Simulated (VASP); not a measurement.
# Cu (Cmcm) in VASP: single point with LDA

Aim: the single point of Cu with LDA.

Program: VASP 6.6.1. These are calculated values, not measurements. Logs are shortened: lines on timing, memory, paths and dates and some standing lists are left out, and cuts for length are marked.

### 1 The cell of the first run

It takes space group Cmcm (No. 63, orthorhombic). The conventional cell has a = 2.398 Å, b = 7.814 Å, c = 2.436 Å, α = 90.00°, β = 90.00°, γ = 90.00°. Within 3.2 Å of Cu (site symmetry m2m) lie 10 Cu at 2.40 to 2.49 Å.

### 2 Single point, LDA

Contents of INCAR:

```
SYSTEM = Cu
PREC = Accurate ; ENCUT = 520
EDIFF = 1E-7 ; ISMEAR = 0
SIGMA = 0.15 ; LREAL = .False.
LASPH = .True. ; NELM = 60
ALGO = Fast ; ISIF = 2
LWAVE = .False. ; LCHARG = .False.
GGA = CA ; NBANDS = 18
```

Contents of KPOINTS:

```
Automatic mesh
0
Gamma
  20 20 18
  0 0 0
```

Contents of POSCAR:

```
Cu
1.0
    1.1988715060     -3.9071941049      0.0000000000
    1.1988715060      3.9071941049      0.0000000000
    0.0000000000      0.0000000000      2.4356971987
Cu
2
Direct
    0.1337548427      0.8662451573      0.2500000000
    0.8662451573      0.1337548427      0.7500000000
```

Potentials or basis: VASP PAW LDA potentials, release 64 (Cu).

Command:

```sh
cat potpaw_LDA.64/Cu/POTCAR > POTCAR
mpirun -np 1 vasp_std > vasp.out
```

OUTCAR:

```text
SYSTEM = Cu
   PREC = Accurate
   ENCUT = 520
   EDIFF = 1E-7
   ISMEAR = 0
   LREAL = .False.
   LASPH = .True.
   NELM = 60
   ISIF = 2
   GGA = CA

 ion  position               nearest neighbor table
   1  0.134  0.866  0.250-   2 2.42   2 2.42   2 2.49   2 2.49   2 2.49   2 2.49
   2  0.866  0.134  0.750-   1 2.42   1 2.42   1 2.49   1 2.49   1 2.49   1 2.49

  LATTYP: Found a base centered orthorhombic cell.
 ALAT       =     2.3977430120
 B/A-ratio  =     3.2590599454
 C/A-ratio  =     1.0158291304

  Lattice vectors:

 A1 = (   1.1988715060,  -3.9071941049,   0.0000000000)
 A2 = (   1.1988715060,   3.9071941049,   0.0000000000)
 A3 = (   0.0000000000,   0.0000000000,   2.4356971987)

Analysis of symmetry for initial positions (statically):
=====================================================================
 Subroutine PRICEL returns:
 Original cell was already a primitive cell.

 Routine SETGRP: Setting up the symmetry group for a
 base centered orthorhombic supercell.

 Subroutine GETGRP returns: Found  8 space group operations
 (whereof  4 operations were pure point group operations)
 out of a pool of  8 trial point group operations.

The static configuration has the point symmetry C_2h.
 The point group associated with its full space group is D_2h.

Analysis of symmetry for dynamics (positions and initial velocities):
=====================================================================
 Subroutine PRICEL returns:
 Original cell was already a primitive cell.

 Routine SETGRP: Setting up the symmetry group for a
 base centered orthorhombic supercell.

 Subroutine GETGRP returns: Found  8 space group operations
 (whereof  4 operations were pure point group operations)
 out of a pool of  8 trial point group operations.

The dynamic configuration has the point symmetry C_2h.
 The point group associated with its full space group is D_2h.

 Subroutine INISYM returns: Found  8 space group operations
 (whereof  4 operations are pure point group operations),
 and found     1 'primitive' translations

----------------------------------------------------------------------------------------

                                     Primitive cell

  volume of cell :      22.8187

  direct lattice vectors                    reciprocal lattice vectors
     1.198871506 -3.907194105  0.000000000     0.417058874 -0.127969071  0.000000000
     1.198871506  3.907194105  0.000000000     0.417058874  0.127969071  0.000000000
     0.000000000  0.000000000  2.435697199     0.000000000  0.000000000  0.410560065

  length of vectors
     4.086986501  4.086986501  2.435697199     0.436250143  0.436250143  0.410560065

  position of ions in fractional coordinates (direct lattice)
     0.133754843  0.866245157  0.250000000
     0.866245157  0.133754843  0.750000000

  ion indices of the primitive-cell ions
   primitive index   ion index
                 1           1
                 2           2

----------------------------------------------------------------------------------------

 KPOINTS: Automatic mesh

Automatic generation of k-mesh.
 Grid dimensions read from file:
 generate k-points for:   20   20   18

 Generating k-lattice:

  Cartesian coordinates                     Fractional coordinates (reciprocal lattice)
     0.020852944 -0.006398454  0.000000000     0.050000000 -0.000000000  0.000000000
     0.020852944  0.006398454  0.000000000    -0.000000000  0.050000000  0.000000000
     0.000000000  0.000000000  0.022808892     0.000000000  0.000000000  0.055555556

  Length of vectors
     0.021812507  0.021812507  0.022808892

  Shift w.r.t. Gamma in fractional coordinates (k-lattice)
     0.000000000  0.000000000  0.000000000

 Subroutine IBZKPT returns following result:
 ===========================================

 Found   1110 irreducible k-points:

 Following reciprocal coordinates:
            Coordinates               Weight
  0.000000  0.000000  0.000000      1.000000
  0.050000 -0.000000  0.000000      4.000000
  0.100000 -0.000000  0.000000      4.000000
  0.150000 -0.000000  0.000000      4.000000
  0.200000 -0.000000  0.000000      4.000000
  0.250000 -0.000000  0.000000      4.000000
[... 16 lines left out ...]
 -0.400000  0.050000  0.000000      4.000000
 -0.350000  0.050000  0.000000      4.000000
 [... further k-points ...]
   k-points           NKPTS =   1110   k-points in BZ     NKDIM =   1110   number of bands    NBANDS=     18
   number of dos      NEDOS =    301   number of ions     NIONS =      2
   total plane-waves  NPLWV =  16200
   dimension x,y,z NGX =    30 NGY =   30 NGZ =   18
   dimension x,y,z NGXF=    60 NGYF=   60 NGZF=   36
   ions per type =               2
   NGX,Y,Z   is equivalent  to a cutoff of  12.20, 12.20, 12.29 a.u.
   NGXF,Y,Z  is equivalent  to a cutoff of  24.41, 24.41, 24.57 a.u.
 SYSTEM =  Cu
   PREC   = accura    normal or accurate (medium, high low for compatibility)
   ISTART =      0    job   : 0-new  1-cont  2-samecut
   ICHARG =      2    charge: 1-file 2-atom 10-const
   ISPIN  =      1    spin polarized calculation?
   LNONCOLLINEAR =      F non collinear calculations
   LSORBIT =      F    spin-orbit coupling
   LASPH  =      T    aspherical Exc in radial PAW
   ENCUT  =  520.0 eV  38.22 Ry    6.18 a.u.   7.60  7.60  4.53*2*pi/ulx,y,z
   NELM   =     60;   NELMIN=  2; NELMDL= -5     # of ELM steps
   EDIFF  = 0.1E-06   stopping-criterion for ELM
   LREAL  =      F    real-space projection
   EDIFFG = 0.1E-05   stopping-criterion for IOM
   NSW    =      0    number of steps for IOM
   IBRION =     -1    ionic relax: 0-MD 1-quasi-New 2-CG
   NFREE  =      0    steps in history (QN), initial steepest desc. (CG)
   ISIF   =      2    stress and relaxation
   ISYM   =      2    0-nonsym 1-usesym 2-fastsym
   POTIM  = 0.5000    time-step for ionic-motion
   TEBEG  =    0.0;   TEEND  =   0.0 temperature during run
   PSTRESS=    0.0 pullay stress
   NELECT =      22.0000    total number of electrons
   NUPDOWN=      -1.0000    fix difference up-down
   EMIN   =  10.00;   EMAX   =-10.00  energy-range for DOS
   EFERMI =   0.00;   METHOD = LEGACY
   ISMEAR =     0;   SIGMA  =   0.15  broadening in eV -4-tet -1-fermi 0-gaus
   EFERMI_NEDOS =   21; number of points for ismear=-14 and -15
   IALGO  =     68    algorithm
   IMIX   =      4    mixing-type and parameters
     AMIX     =   0.40;   BMIX     =  1.00
     AMIX_MAG =   1.60;   BMIX_MAG =  1.00
  volume/ion in A,a.u.               =      11.41        76.99
  Fermi-wavevector in a.u.,A,eV,Ry     =   1.617281  3.056217 35.587358  2.615597
  Thomas-Fermi vector in A             =   2.711731
   LORBIT       =      0    0 simple, 1 ext, 2 COOP (PROOUT), +10 PAW based schemes
   GGA     = CA    functional components
   LHFCALC =     F    Hartree Fock is set to
   AEXX    =    0.0000 exact exchange contribution
   IVDW    =     0    specifies the selected vdW correction
   LEPSILON=     F    determine dielectric tensor
   LRPA    =     F    only Hartree local field effects (RPA)
 non-spin polarized calculation
 RMM-DIIS sequential band-by-band and
 Gauss-broadening in eV      SIGMA  =   0.15
  energy-cutoff  :      520.00
  volume of cell :       22.82
 maximum number of plane-waves:       630
   NGX = 15   NGY = 15   NGZ =  9

 number of electron      22.0000000 magnetization

 Free energy of the ion-electron system (eV)
  ---------------------------------------------------
  ext. energy  EPLUGINS =         0.00000000
  ---------------------------------------------------
  free energy    TOTEN  =        -9.09865739 eV

  energy without entropy =       -9.09265851  energy(sigma->0) =       -9.09565795

 E-fermi :   7.7572     XC(G=0): -13.2667

 val. band max:        7.7546850712   @ k =  -0.4000   0.2000   0.1667
 cond. band min:       7.7650939089   @ k =  -0.3500   0.2500   0.5000
 fundamental gap:      0.0104088378
 Fermi energy:         7.7572177602

 k-point     1 :       0.0000    0.0000    0.0000
  band No.  band energies     occupation
      1      -1.8356      2.00000
      2       2.4923      2.00000
      3       3.2825      2.00000
      4       3.7939      2.00000
      5       4.5560      2.00000
      6       4.8548      2.00000
[... 10 lines left out ...]
     17      27.9887      0.00000
     18      29.9856      0.00000

 k-point     2 :       0.0500   -0.0000    0.0000
  band No.  band energies     occupation
      1      -1.7607      2.00000
      2       2.5214      2.00000
      3       3.3122      2.00000
      4       3.8209      2.00000
      5       4.5650      2.00000
      6       4.8522      2.00000
[... 10 lines left out ...]
     17      28.4199      0.00000
     18      31.4497      0.00000

 k-point     3 :       0.1000   -0.0000    0.0000
  band No.  band energies     occupation
      1      -1.5377      2.00000
      2       2.6032      2.00000
      3       3.3989      2.00000
      4       3.9004      2.00000
      5       4.5910      2.00000
      6       4.8398      2.00000
[... 10 lines left out ...]
     17      28.6981      0.00000
     18      31.7847      0.00000

 k-point     4 :       0.1500   -0.0000    0.0000
  band No.  band energies     occupation
      1      -1.1729      2.00000
      2       2.7228      2.00000
      3       3.5321      2.00000
      4       4.0216      2.00000
      5       4.6310      2.00000
      6       4.7024      2.00000
[... 375 lines left out ...]
      4       4.3729      2.00000
      5       4.5659      2.00000
      6       4.8430      2.00000
[... 10 lines left out ...]
     17      28.9387      0.00000
     18      30.3548      0.00000

 k-point    23 :      -0.4000    0.0500    0.0000
  band No.  band energies     occupation
      1       1.4228      2.00000
      2       2.9686      2.00000
      3       3.7434      2.00000
      4       4.1550      2.00000
      5       4.5643      2.00000
      6       4.8353      2.00000
[... 10 lines left out ...]
     17      27.7214      0.00000
     18      30.0290      0.00000

 k-point    24 :      -0.3500    0.0500    0.0000
  band No.  band energies     occupation
      1       0.7464      2.00000
      2       2.9998      2.00000
      3       3.7783      2.00000
      4       3.9619      2.00000
      5       4.5705      2.00000
      6       4.8104      2.00000
[... 10 lines left out ...]
     17      29.2799      0.00000
     18      29.9126      0.00000

 [... further k-points ...]

------------------------ aborting loop because EDIFF is reached ----------------------------------------

  FORCE on cell =-STRESS in cart. coord.  units (eV):
  Direction    XX          YY          ZZ          XY          YZ          ZX
  --------------------------------------------------------------------------------------
  -------------------------------------------------------------------------------------
  Total        0.1146319      0.1497412      0.1676541      0.0000000      0.0000000      0.0000000
  in kB        8.0486920     10.5138277     11.7715579      0.0000000      0.0000000      0.0000000
  external PRESSURE =      10.1113592 kB  Pullay stress =       0.0000000 kB

 VOLUME and BASIS-vectors are now :
 -----------------------------------------------------------------------------
  energy-cutoff  :      520.00
  volume of cell :       22.82
      direct lattice vectors                 reciprocal lattice vectors
     1.198871506 -3.907194105  0.000000000     0.417058874 -0.127969071  0.000000000
     1.198871506  3.907194105  0.000000000     0.417058874  0.127969071  0.000000000
     0.000000000  0.000000000  2.435697199     0.000000000  0.000000000  0.410560065

 POSITION                                       TOTAL-FORCE (eV/Angst)
 -----------------------------------------------------------------------------------
      1.19887      2.86198      0.60892         0.000000      0.006158     -0.000000
      1.19887     -2.86198      1.82677         0.000000     -0.006158      0.000000
 -----------------------------------------------------------------------------------
    total drift:                               -0.000000     -0.000000      0.000000

  FREE ENERGIE OF THE ION-ELECTRON SYSTEM (eV)
  ---------------------------------------------------
  free  energy   TOTEN  =        -9.0986573871 eV

  energy  without entropy=       -9.0926585060  energy(sigma->0) =       -9.09565795
```

Run time: 11 min. Hardware: 1 thread of Intel Xeon Platinum 8259CL at 2.50GHz (Skylake/Cascade Lake), shared host; peak memory 0.45 GiB.

What came out:

| Quantity | Value |
| --- | --- |
| Free energy | -9.0987 eV |
| Pressure | 1.0 GPa |
| Largest force | 0.006 eV/Å |
| Band gap on the k mesh | zero (bands 11 and 12 overlap by 5.79 eV) |

Forces on the atoms (eV/Å):
```
Cu   0.000  0.006  0.000
Cu   0.000 -0.006  0.000
```
